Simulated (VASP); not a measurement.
Set up this calculation in VASP 6.6.1, as the native input.

| Property | Result |
| --- | --- |
| Task | relaxation of cell and atoms |
| Functional | r2SCAN |
| Potentials or basis | VASP PAW PBE potentials, release 64 (Co, Si) |
| Cutoff | 600 eV |
| k mesh | 14 × 14 × 14 |
| Occupations | gaussian, width 0.1 eV |
| Spin | no spin polarisation |
| Dipole correction | no |
| Further INCAR settings | ALGO = Normal; EDIFF = 1e-06; IBRION = 2; EDIFFG = -0.002; NSW = 100; ISIF = 3 |

The system is CoSi2.

```
Co Si
1.0
     0.00000    2.67800    2.67800
     2.67800    0.00000    2.67800
     2.67800    2.67800    0.00000
Co Si
1 2
Direct
  0.00000 0.00000 0.00000
  0.25000 0.25000 0.25000
  0.75000 0.75000 0.75000
```

The input as run:

POSCAR

```
CoSi2
1.0
    0.0000000000      2.6780000000      2.6780000000
    2.6780000000      0.0000000000      2.6780000000
    2.6780000000      2.6780000000      0.0000000000
Co Si
1 2
Direct
    0.0000000000      0.0000000000      0.0000000000
    0.2500000000      0.2500000000      0.2500000000
    0.7500000000      0.7500000000      0.7500000000
```

INCAR.step1

```
ALGO = Normal ; EDIFF = 1E-4
ENCUT = 600 ; GGA = PE
ISMEAR = 0 ; LASPH = True
LCHARG = False ; LREAL = False
LWAVE = True ; NELM = 100
PREC = Accurate ; SIGMA = 0.1
```

INCAR.step2

```
ALGO = Normal ; EDIFF = 1E-6
EDIFFG = -0.002 ; ENCUT = 600
IBRION = 2 ; ISIF = 3
ISMEAR = 0 ; ISTART = 1
LASPH = True ; LCHARG = False
LMIXTAU = True ; LREAL = False
LWAVE = False ; METAGGA = R2SCAN
NELM = 100 ; NSW = 100
PREC = Accurate ; SIGMA = 0.1
```

KPOINTS

```
k-points
0
Gamma
  14 14 14
```

Potentials or basis: VASP PAW PBE potentials, release 64 (Co, Si).

Launch:

```sh
$ cat potpaw_PBE.64/Co/POTCAR potpaw_PBE.64/Si/POTCAR > POTCAR
$ cp INCAR.step1 INCAR
$ mpirun -np 1 vasp_std > vasp.out
$ cp INCAR.step2 INCAR
$ mpirun -np 1 vasp_std > vasp.out
```

Results of the run:

* Relaxed volume: 12.50 Å³/atom
* Relaxed cell: a = 3.757 Å, b = 3.757 Å, c = 3.757 Å, α = 60.00°, β = 60.00°, γ = 60.00°
* Space group after relaxing (to 0.1 Å): Fm-3m (No. 225)
* Energy gained by relaxing: 4.3 meV/atom
* Ionic steps: 3
* Pressure after relaxing: 0.0 GPa
* Band gap on the k mesh: zero (an odd number of electrons rules out a gap without spin polarisation)

Caveat: the PAW data sets were made with another functional, which shifts forces and pressure a little; the run has no spin polarisation, though such a crystal can be magnetic.

Run time: 7.6 min on 1 thread of Intel(R) Xeon(R) 6975P-C (Granite Rapids) (shared host), peak memory 0.23 GiB.
